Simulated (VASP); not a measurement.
The system is SrCl2.

```xyz
3
Lattice="0.0000 3.4977 3.4977 3.4977 0.0000 3.4977 3.4977 3.4977 0.0000" Properties=species:S:1:pos:R:3 pbc="T T T"
Sr    0.0000    0.0000    0.0000
Cl    1.7489    1.7489    1.7489
Cl    5.2466    5.2466    5.2466
```

Base run:

- Program: VASP 6.6.1
- Functional: r2SCAN
- Potentials or basis: VASP PAW PBE potentials, release 64 (Sr_sv, Cl)
- Cutoff: 520 eV
- k mesh: 6 × 6 × 6
- Occupations: gaussian, width 0.01 eV
- Spin: no spin polarisation

Its results: band gap on the k mesh 5.94 eV (least direct gap 5.99 eV); pressure 0.0 GPa.

Task: The run is repeated on the same cell with these changes: functional from r2SCAN to PBE. What comes out?

Result: Band gap on the k mesh 5.31 eV (least direct gap 5.51 eV); pressure 0.8 GPa.

Caveats: the structure was generated, so it needn't be the stable form of SrCl2; the PAW data sets were made with another functional, which shifts forces and pressure a little (at least some runs).

A k mesh can miss the band edges.
